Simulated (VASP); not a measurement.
Write the native input for VASP 6.6.1 that does the following.

```
Task                   : single point
Functional             : PBE
Potentials or basis    : VASP PAW PBE potentials, release 64 (Zr_sv, C)
Cutoff                 : 520 eV
k mesh                 : 12 × 12 × 12
Occupations            : gaussian, width 0.05 eV
Spin                   : no spin polarisation
Dipole correction      : no
Further INCAR settings : ALGO = Normal; EDIFF = 1e-07; NBANDS = 15; ISYM = 0
```

The structure of ZrC lies in POSCAR:

```
ZrC
1.0
    3.2695327460      0.0000000000      0.0000000000
   -1.6347663730      2.8314984165      0.0000000000
    0.0000000000      0.0000000000      2.9397343753
Zr C
1 1
Direct
    0.0000000000      0.0000000000      0.0000000000
    0.6666666667      0.3333333333      0.5000000000
```

One way to write it, as run:

INCAR

```
SYSTEM = ZrC
ALGO     = Normal         ! electronic algorithm
EDIFF    = 1E-7           ! SCF threshold, eV
ENCUT    = 520            ! plane-wave cutoff, eV
GGA      = PE             ! functional
ISIF     = 2              ! what is computed and relaxed
ISMEAR   = 0              ! smearing method
ISYM     = 0            
LASPH    = .True.         ! aspherical terms in the spheres
LCHARG   = .True.         ! write CHGCAR
LELF     = .True.         ! ELF
LREAL    = .False.        ! projectors in reciprocal space
LVHAR    = .True.       
LWAVE    = .False.        ! write WAVECAR
NBANDS   = 15             ! bands
NELM     = 60             ! most SCF steps
PREC     = Accurate       ! precision mode
SIGMA    = 0.05           ! smearing width, eV
```

KPOINTS

```
k-points
0
Gamma
  12 12 12
  0 0 0
```

Potentials or basis: VASP PAW PBE potentials, release 64 (Zr_sv, C).

Command:

```bash
$ cat potpaw_PBE.64/Zr_sv/POTCAR potpaw_PBE.64/C/POTCAR > POTCAR
$ mpirun -np 1 vasp_std > vasp.out
```

It gave:

| Quantity | Value |
| --- | --- |
| Pressure | 0.2 GPa |
| Band gap on the k mesh | zero (band 8 reaches 9.23 eV, above the bottom of band 9 at 8.83 eV) |

Run time: 6.5 min on 1 thread of Oxide Virtual Turin-like Processor (shared host), peak memory 0.4 GiB.
